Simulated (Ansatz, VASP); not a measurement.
TaBi in VASP and in Ansatz

```
CELL_PARAMETERS angstrom
0.00000 2.91813 2.91813
2.91813 0.00000 2.91813
2.91813 2.91813 0.00000
ATOMIC_POSITIONS crystal
Ta 0.50000 0.50000 0.50000
Bi 0.00000 0.00000 0.00000
```

Alike in both runs: functional PBE; k mesh 12 × 12 × 12; occupations fermi-dirac, width 0.15 eV; no spin polarisation.

Ansatz relaxed the structure, and its values are those at the end. VASP's run is a single point on that final structure, the one shown.

```csv
,VASP,Ansatz
version,VASP 6.6.1,Ansatz 0.2.0
potentials or method,"VASP PAW PBE potentials, release 64 (Ta_pv, Bi_d), cutoff 520 eV","scalar-relativistic, plane waves, PAW"
valence electrons in the cell,26,28
```

|  | VASP | Ansatz | Ansatz less VASP |
| --- | --- | --- | --- |
| gap on the k mesh at the Fermi level (eV) | none | none | - |
| pressure (GPa) | 0.0 | 0.0 | +0.01 |

A gap of «none» marks a metal or a gap that the smearing closes. The functional is the same, so the differences come from potentials, cutoffs and numerics. VASP's potentials hold 26 valence electrons a cell and Ansatz's 28, so a difference there can come from the potentials and not from the codes.

Neither program's run includes spin-orbit coupling.
